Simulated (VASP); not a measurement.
# NiO2 (P-3m1) in VASP: further runs

The runs below take NiO2 through single point, with PBEsol.

Program: VASP 6.6.1. These are calculated values, not measurements. Logs are shortened: lines on timing, memory, paths and dates and some standing lists are left out, and cuts for length are marked.

## Step 1: The cell of the first run

The structure is trigonal, space group P-3m1 (No. 164). Conventional cell: a = 2.730 Å, b = 2.730 Å, c = 5.170 Å, α = 90.00°, β = 90.00°, γ = 120.00°. Within 2.3 Å of Ni (site symmetry -3m) lie 6 O at 1.73 Å. Within 2.3 Å of O (site symmetry 3m) lie 3 Ni at 1.73 Å and 3 O at 2.12 Å.

## Step 2: Single point, PBEsol

The input, INCAR:

```
SYSTEM = NiO2
  PREC = Accurate
  ENCUT = 700
  EDIFF = 1E-6
  ISMEAR = 0
  SIGMA = 0.05
  LREAL = .False.
  LASPH = .True.
  NELM = 120
  ALGO = Normal
  ISIF = 2
  LWAVE = .False.
  LCHARG = .False.
  GGA = PS
  NBANDS = 22
  GGA_COMPAT = .False.
```

The input, KPOINTS:

```
regular mesh
0
Gamma
  12 12 6
  0 0 0
```

The input, POSCAR:

```
NiO2
1.0
    2.7304424938      0.0000000000      0.0000000000
   -1.3652212469      2.3646325632      0.0000000000
    0.0000000000      0.0000000000      5.1695467736
Ni O
1 2
Direct
    0.0000000000      0.0000000000      0.5000000000
    0.6666666667      0.3333333333      0.6373845568
    0.3333333333      0.6666666667      0.3626154432
```

Potentials or basis: VASP PAW PBE potentials, release 64 (Ni_sv_GW, O).

The run is started by

```console
$ cat potpaw_PBE.64/Ni_sv_GW/POTCAR potpaw_PBE.64/O/POTCAR > POTCAR
$ mpirun -np 1 vasp_std > vasp.out
```

OUTCAR:

```text
SYSTEM = NiO2
   PREC = Accurate
   ENCUT = 700
   EDIFF = 1E-6
   ISMEAR = 0
   LREAL = .False.
   LASPH = .True.
   NELM = 120
   ISIF = 2
   GGA = PS

 ion  position               nearest neighbor table
   1  0.000  0.000  0.500-   2 1.73   3 1.73   3 1.73   2 1.73   2 1.73   3 1.73
   2  0.667  0.333  0.637-   1 1.73   1 1.73   1 1.73
   3  0.333  0.667  0.363-   1 1.73   1 1.73   1 1.73

  LATTYP: Found a hexagonal cell.
 ALAT       =     2.7304424938
 C/A-ratio  =     1.8933000000

  Lattice vectors:

 A1 = (   2.7304424938,   0.0000000000,   0.0000000000)
 A2 = (  -1.3652212469,   2.3646325632,   0.0000000000)
 A3 = (   0.0000000000,   0.0000000000,   5.1695467736)

Analysis of symmetry for initial positions (statically):
=====================================================================
 Subroutine PRICEL returns:
 Original cell was already a primitive cell.

 Routine SETGRP: Setting up the symmetry group for a
 hexagonal supercell.

 Subroutine GETGRP returns: Found 12 space group operations
 (whereof 12 operations were pure point group operations)
 out of a pool of 24 trial point group operations.

The static configuration has the point symmetry D_3d.

Analysis of symmetry for dynamics (positions and initial velocities):
=====================================================================
 Subroutine PRICEL returns:
 Original cell was already a primitive cell.

 Routine SETGRP: Setting up the symmetry group for a
 hexagonal supercell.

 Subroutine GETGRP returns: Found 12 space group operations
 (whereof 12 operations were pure point group operations)
 out of a pool of 24 trial point group operations.

The dynamic configuration has the point symmetry D_3d.

 Subroutine INISYM returns: Found 12 space group operations
 (whereof 12 operations are pure point group operations),
 and found     1 'primitive' translations

----------------------------------------------------------------------------------------

                                     Primitive cell

  volume of cell :      33.3771

  direct lattice vectors                    reciprocal lattice vectors
     2.730442494  0.000000000  0.000000000     0.366241004  0.211449342  0.000000000
    -1.365221247  2.364632563  0.000000000     0.000000000  0.422898684  0.000000000
     0.000000000  0.000000000  5.169546774     0.000000000  0.000000000  0.193440556

  length of vectors
     2.730442494  2.730442494  5.169546774     0.422898684  0.422898684  0.193440556

  position of ions in fractional coordinates (direct lattice)
     0.000000000  0.000000000  0.500000000
     0.666666667  0.333333333  0.637384557
     0.333333333  0.666666667  0.362615443

  ion indices of the primitive-cell ions
   primitive index   ion index
                 1           1
                 2           2
                 3           3

----------------------------------------------------------------------------------------

 KPOINTS: regular mesh

Automatic generation of k-mesh.
 Grid dimensions read from file:
 generate k-points for:   12   12    6

 Generating k-lattice:

  Cartesian coordinates                     Fractional coordinates (reciprocal lattice)
     0.030520084  0.017620779  0.000000000     0.083333333  0.000000000  0.000000000
     0.000000000  0.035241557  0.000000000     0.000000000  0.083333333  0.000000000
     0.000000000  0.000000000  0.032240093     0.000000000  0.000000000  0.166666667

  Length of vectors
     0.035241557  0.035241557  0.032240093

  Shift w.r.t. Gamma in fractional coordinates (k-lattice)
     0.000000000  0.000000000  0.000000000

 Subroutine IBZKPT returns following result:
 ===========================================

 Found    100 irreducible k-points:

 Following reciprocal coordinates:
            Coordinates               Weight
  0.000000  0.000000  0.000000      1.000000
  0.083333 -0.000000  0.000000      6.000000
  0.166667  0.000000  0.000000      6.000000
  0.250000  0.000000  0.000000      6.000000
  0.333333  0.000000  0.000000      6.000000
  0.416667  0.000000  0.000000      6.000000
[... 16 lines left out ...]
  0.166667  0.000000  0.166667      6.000000
  0.000000  0.166667  0.166667      6.000000
 [... further k-points ...]
   k-points           NKPTS =    100   k-points in BZ     NKDIM =    100   number of bands    NBANDS=     22
   number of dos      NEDOS =    301   number of ions     NIONS =      3
   total plane-waves  NPLWV =  27648
   dimension x,y,z NGX =    24 NGY =   24 NGZ =   48
   dimension x,y,z NGXF=    48 NGYF=   48 NGZF=   96
   ions per type =               1   2
   NGX,Y,Z   is equivalent  to a cutoff of  14.61, 14.61, 15.44 a.u.
   NGXF,Y,Z  is equivalent  to a cutoff of  29.23, 29.23, 30.87 a.u.
 SYSTEM =  NiO2
   PREC   = accura    normal or accurate (medium, high low for compatibility)
   ISTART =      0    job   : 0-new  1-cont  2-samecut
   ICHARG =      2    charge: 1-file 2-atom 10-const
   ISPIN  =      1    spin polarized calculation?
   LNONCOLLINEAR =      F non collinear calculations
   LSORBIT =      F    spin-orbit coupling
   LASPH  =      T    aspherical Exc in radial PAW
   ENCUT  =  700.0 eV  51.45 Ry    7.17 a.u.   5.89  5.89 11.15*2*pi/ulx,y,z
   NELM   =    120;   NELMIN=  2; NELMDL= -5     # of ELM steps
   EDIFF  = 0.1E-05   stopping-criterion for ELM
   LREAL  =      F    real-space projection
   EDIFFG = 0.1E-04   stopping-criterion for IOM
   NSW    =      0    number of steps for IOM
   IBRION =     -1    ionic relax: 0-MD 1-quasi-New 2-CG
   NFREE  =      0    steps in history (QN), initial steepest desc. (CG)
   ISIF   =      2    stress and relaxation
   ISYM   =      2    0-nonsym 1-usesym 2-fastsym
   POTIM  = 0.5000    time-step for ionic-motion
   TEBEG  =    0.0;   TEEND  =   0.0 temperature during run
   PSTRESS=    0.0 pullay stress
   NELECT =      30.0000    total number of electrons
   NUPDOWN=      -1.0000    fix difference up-down
   EMIN   =  10.00;   EMAX   =-10.00  energy-range for DOS
   EFERMI =   0.00;   METHOD = LEGACY
   ISMEAR =     0;   SIGMA  =   0.05  broadening in eV -4-tet -1-fermi 0-gaus
   EFERMI_NEDOS =   21; number of points for ismear=-14 and -15
   IALGO  =     38    algorithm
   IMIX   =      4    mixing-type and parameters
     AMIX     =   0.40;   BMIX     =  1.00
     AMIX_MAG =   1.60;   BMIX_MAG =  1.00
  volume/ion in A,a.u.               =      11.13        75.08
  Fermi-wavevector in a.u.,A,eV,Ry     =   1.579909  2.985596 33.961690  2.496114
  Thomas-Fermi vector in A             =   2.680217
   LORBIT       =      0    0 simple, 1 ext, 2 COOP (PROOUT), +10 PAW based schemes
   GGA     = PS    functional components
   LHFCALC =     F    Hartree Fock is set to
   AEXX    =    0.0000 exact exchange contribution
   IVDW    =     0    specifies the selected vdW correction
   LEPSILON=     F    determine dielectric tensor
   LRPA    =     F    only Hartree local field effects (RPA)
 non-spin polarized calculation
 Gauss-broadening in eV      SIGMA  =   0.05
  energy-cutoff  :      700.00
  volume of cell :       33.38
 maximum number of plane-waves:      1420
   NGX = 11   NGY = 11   NGZ = 23

 number of electron      29.9999996 magnetization

 Free energy of the ion-electron system (eV)
  ---------------------------------------------------
  ext. energy  EPLUGINS =         0.00000000
  ---------------------------------------------------
  free energy    TOTEN  =       -18.28020324 eV

  energy without entropy =      -18.28020324  energy(sigma->0) =      -18.28020324

 E-fermi :   2.5607     XC(G=0): -10.1168

 val. band max:        2.2579136744   @ k =   0.0000   0.0000   0.5000
 cond. band min:       3.2926970216   @ k =   0.3333   0.0000   0.3333
 fundamental gap:      1.0347833472
 Fermi energy:         2.5607058175

 k-point     1 :       0.0000    0.0000    0.0000
  band No.  band energies     occupation
      1    -102.5868      2.00000
      2     -63.3507      2.00000
      3     -63.3507      2.00000
      4     -62.5999      2.00000
      5     -20.1772      2.00000
      6     -15.3118      2.00000
[... 14 lines left out ...]
     21      19.7782      0.00000
     22      21.9365      0.00000

 k-point     2 :       0.0833   -0.0000    0.0000
  band No.  band energies     occupation
      1    -102.5865      2.00000
      2     -63.3566      2.00000
      3     -63.3521      2.00000
      4     -62.5993      2.00000
      5     -20.0536      2.00000
      6     -15.3873      2.00000
[... 14 lines left out ...]
     21      19.9438      0.00000
     22      21.3154      0.00000

 k-point     3 :       0.1667    0.0000    0.0000
  band No.  band energies     occupation
      1    -102.5850      2.00000
      2     -63.3727      2.00000
      3     -63.3559      2.00000
      4     -62.5972      2.00000
      5     -19.6975      2.00000
      6     -15.5979      2.00000
[... 14 lines left out ...]
     21      20.0778      0.00000
     22      20.3929      0.00000

 k-point     4 :       0.2500    0.0000    0.0000
  band No.  band energies     occupation
      1    -102.5830      2.00000
      2     -63.3945      2.00000
      3     -63.3611      2.00000
      4     -62.5944      2.00000
      5     -19.1535      2.00000
      6     -15.9054      2.00000
[... 14 lines left out ...]
     21      19.0037      0.00000
     22      20.4169      0.00000

 k-point     5 :       0.3333    0.0000    0.0000
  band No.  band energies     occupation
      1    -102.5811      2.00000
      2     -63.4163      2.00000
      3     -63.3663      2.00000
      4     -62.5915      2.00000
      5     -18.4976      2.00000
      6     -16.2716      2.00000
[... 417 lines left out ...]
 k-point    22 :       0.0000    0.0833    0.1667
  band No.  band energies     occupation
      1    -102.5864      2.00000
      2     -63.3566      2.00000
      3     -63.3521      2.00000
      4     -62.5993      2.00000
      5     -20.0520      2.00000
      6     -15.3927      2.00000
[... 14 lines left out ...]
     21      20.6305      0.00000
     22      21.4031      0.00000

 k-point    23 :       0.1667    0.0000    0.1667
  band No.  band energies     occupation
      1    -102.5851      2.00000
      2     -63.3726      2.00000
      3     -63.3559      2.00000
      4     -62.5972      2.00000
      5     -19.6959      2.00000
      6     -15.6020      2.00000
[... 14 lines left out ...]
     21      20.1125      0.00000
     22      21.2058      0.00000

 k-point    24 :       0.0000    0.1667    0.1667
  band No.  band energies     occupation
      1    -102.5850      2.00000
      2     -63.3726      2.00000
      3     -63.3559      2.00000
      4     -62.5972      2.00000
      5     -19.6958      2.00000
      6     -15.6023      2.00000
[... 14 lines left out ...]
     21      19.8248      0.00000
     22      21.0899      0.00000

 [... further k-points ...]

------------------------ aborting loop because EDIFF is reached ----------------------------------------

  FORCE on cell =-STRESS in cart. coord.  units (eV):
  Direction    XX          YY          ZZ          XY          YZ          ZX
  --------------------------------------------------------------------------------------
  -------------------------------------------------------------------------------------
  Total       12.1702102     12.1702102      8.5728649      0.0000000      0.0000000      0.0000000
  in kB      584.1972266    584.1972266    411.5166346      0.0000000      0.0000000      0.0000000
  external PRESSURE =     526.6370292 kB  Pullay stress =       0.0000000 kB

 VOLUME and BASIS-vectors are now :
 -----------------------------------------------------------------------------
  energy-cutoff  :      700.00
  volume of cell :       33.38
      direct lattice vectors                 reciprocal lattice vectors
     2.730442494  0.000000000  0.000000000     0.366241004  0.211449342  0.000000000
    -1.365221247  2.364632563  0.000000000     0.000000000  0.422898684  0.000000000
     0.000000000  0.000000000  5.169546774     0.000000000  0.000000000  0.193440556

 POSITION                                       TOTAL-FORCE (eV/Angst)
 -----------------------------------------------------------------------------------
      0.00000      0.00000      2.58477        -0.000000      0.000000      0.000000
      1.36522      0.78821      3.29499         0.000000     -0.000000      6.186246
     -0.00000      1.57642      1.87456         0.000000      0.000000     -6.186246
 -----------------------------------------------------------------------------------
    total drift:                                0.000000      0.000000      0.000000

  FREE ENERGIE OF THE ION-ELECTRON SYSTEM (eV)
  ---------------------------------------------------
  free  energy   TOTEN  =       -18.2802032425 eV

  energy  without entropy=      -18.2802032425  energy(sigma->0) =      -18.28020324
```

It took 67 s on 1 thread of AMD EPYC 9R45 (Zen 5), shared host; peak memory 0.24 GiB.

Results:

* Free energy: -18.2802 eV
* Pressure: 52.7 GPa
* Largest force: 6.186 eV/Å
* Band gap on the k mesh: 1.03 eV (least direct gap 1.69 eV)

Forces in eV/Å, atoms in the order of the input:
```
Ni   0.000  0.000  0.000
O    0.000  0.000  6.186
O    0.000  0.000 -6.186
```

Stress tensor (GPa, compression positive):
```
58.42  0.00  0.00
 0.00 58.42  0.00
 0.00  0.00 41.15
```

Levels at points of the mesh, in eV from the valence-band top:
| k point | band 12 | band 13 | band 14 | band 15 | band 16 | band 17 | band 18 | band 19 |
| --- | --- | --- | --- | --- | --- | --- | --- | --- |
| (0.00, 0.00, 0.00) | -2.40 | -2.05 | -2.05 | -0.11 | 2.79 | 2.79 | 6.65 | 11.36 |
| (0.50, 0.00, 0.00) | -2.89 | -2.69 | -2.12 | -1.22 | 1.47 | 2.78 | 11.94 | 12.16 |
| (0.00, 0.00, 0.50) | -2.75 | -2.05 | -2.05 | 0.00 | 2.79 | 2.79 | 7.57 | 10.47 |
| (0.50, 0.00, 0.50) | -2.89 | -2.68 | -2.00 | -1.25 | 1.47 | 2.77 | 11.08 | 12.38 |

Caveat: the stress differs along the axes, from 41 to 58 GPa; the PAW data sets were made with another functional, which shifts forces and pressure a little; the run has no spin polarisation, though such a crystal can be magnetic. A k mesh can miss the band edges.

## Step 3: Single point, PBEsol

This run uses another cell than the first one, of the same volume but with other edges.

The input, INCAR:

```
PREC = Accurate
ENCUT = 700
EDIFF = 1E-6
ISMEAR = 0
SIGMA = 0.05
LREAL = F
LASPH = T
NELM = 120
ALGO = Normal
ISIF = 2
LWAVE = F
LCHARG = T
GGA = PS
LELF = T
LVHAR = T
NBANDS = 22
GGA_COMPAT = F
```

The input, KPOINTS:

```
regular mesh
0
Gamma
  12 12 6
```

The input, POSCAR:

```
NiO2
1.0
    2.8419904474      0.0000000000      0.0000000000
   -1.4209952237      2.4612359247      0.0000000000
    0.0000000000      0.0000000000      4.7717019612
Ni O
1 2
Direct
    0.0000000000      0.0000000000      0.5000000000
    0.6666666667      0.3333333333      0.7002287663
    0.3333333333      0.6666666667      0.2997712337
```

Potentials or basis: VASP PAW PBE potentials, release 64 (Ni_sv_GW, O).

The run is started by

```console
$ cat potpaw_PBE.64/Ni_sv_GW/POTCAR potpaw_PBE.64/O/POTCAR > POTCAR
$ mpirun -np 1 vasp_std > vasp.out
```

It took 2.8 min on 1 thread of Intel Xeon Platinum 8488C (Sapphire Rapids), shared host; peak memory 0.27 GiB.

The run converged. Its results:

| Item | Value |
| --- | --- |
| Free energy | -19.7209 eV |
| Pressure | -10.5 GPa |
| Largest force | 0.813 eV/Å |
| Band gap on the k mesh | 0.90 eV (least direct gap 1.10 eV) |

Forces in eV/Å, atoms in the order of the input:
```
Ni   0.000  0.000  0.000
O    0.000  0.000 -0.813
O    0.000  0.000  0.813
```

Stress tensor (GPa, compression positive):
```
-11.91   0.00   0.00
  0.00 -11.91   0.00
  0.00   0.00  -7.73
```

Levels at points of the mesh, in eV from the valence-band top:
```
           k point  band 12  band 13  band 14  band 15  band 16  band 17  band 18  band 19
(0.00, 0.00, 0.00)    -1.05    -1.05    -0.77    -0.34     2.10     2.10     7.22    10.68
(0.50, 0.00, 0.00)    -2.00    -1.62    -1.55    -0.97     1.48     2.04    12.07    12.80
(0.00, 0.00, 0.50)    -1.84    -1.08    -1.08    -0.11     2.13     2.13     9.17     9.44
(0.50, 0.00, 0.50)    -1.62    -1.57    -1.53    -1.03     1.47     1.98    11.48    12.36
```

Caveat: the cell stands under tension; the PAW data sets were made with another functional, which shifts forces and pressure a little; the run has no spin polarisation, though such a crystal can be magnetic. Spin polarisation is off, so any magnetic state and its effect on volume and gap are missing.
